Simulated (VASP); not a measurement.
Write the native input for VASP 6.6.1 that does the following.

```yaml
Task: single point
Functional: HSE06
Potentials_or_basis: VASP PAW PBE potentials, release 64 (Ca_sv, Se)
Cutoff: 400 eV
k_mesh: 2 × 2 × 2
Occupations: gaussian, width 0.01 eV
Spin: no spin polarisation
Dipole_correction: no
Grid_for_exact_exchange_PRECFOCK: Normal
Further_INCAR_settings: ALGO = Normal; EDIFF = 1e-06; NBANDS = 15
Share_of_exact_exchange: 0.25
Screening_parameter: 0.2079 1/Å
```

CaSe:

```
Ca Se
1.0
     0.00000    2.95600    2.95600
     2.95600    0.00000    2.95600
     2.95600    2.95600    0.00000
Ca Se
1 1
Direct
  0.00000 0.00000 0.00000
  0.50000 0.50000 0.50000
```

The input as run:

POSCAR

```
CaSe
1.0
    0.0000000000      2.9560000000      2.9560000000
    2.9560000000      0.0000000000      2.9560000000
    2.9560000000      2.9560000000      0.0000000000
Ca Se
1 1
Direct
    0.0000000000      0.0000000000      0.0000000000
    0.5000000000      0.5000000000      0.5000000000
```

INCAR.step1

```
SYSTEM = CaSe
PREC = Accurate
ENCUT = 400
EDIFF = 1E-5
ISMEAR = 0
SIGMA = 0.01
LREAL = .False.
LASPH = .True.
NELM = 120
ALGO = Normal
ISIF = 2
LWAVE = .True.
LCHARG = .False.
NBANDS = 15
GGA = PE
GGA_COMPAT = .False.
```

INCAR.step2

```
SYSTEM = CaSe
PREC = Accurate
ENCUT = 400
EDIFF = 1E-6
ISMEAR = 0
SIGMA = 0.01
LREAL = .False.
LASPH = .True.
NELM = 120
ALGO = Normal
ISIF = 2
LWAVE = .False.
LCHARG = .False.
GGA = PE
LHFCALC = .True.
HFSCREEN = 0.2079
PRECFOCK = Normal
NBANDS = 15
ISTART = 1
GGA_COMPAT = .False.
```

KPOINTS

```
regular mesh
0
Gamma
  2 2 2
  0 0 0
```

Potentials or basis: VASP PAW PBE potentials, release 64 (Ca_sv, Se).

The run is started by

```bash
$ cat potpaw_PBE.64/Ca_sv/POTCAR potpaw_PBE.64/Se/POTCAR > POTCAR
$ cp INCAR.step1 INCAR
$ mpirun -np 1 vasp_std > vasp.out
$ cp INCAR.step2 INCAR
$ mpirun -np 1 vasp_std > vasp.out
```

It gave:

- Pressure: 3.5 GPa
- Band gap on the k mesh: 3.00 eV (least direct gap 4.02 eV)

Caveat: the k points lie up to 0.92 Å⁻¹ apart, too coarse for converged energies, forces and pressures; the PAW data sets were made with another functional, which shifts forces and pressure a little.

It took 71 s on 1 thread of Intel Xeon 8259CL (shared host), peak memory 0.25 GiB.
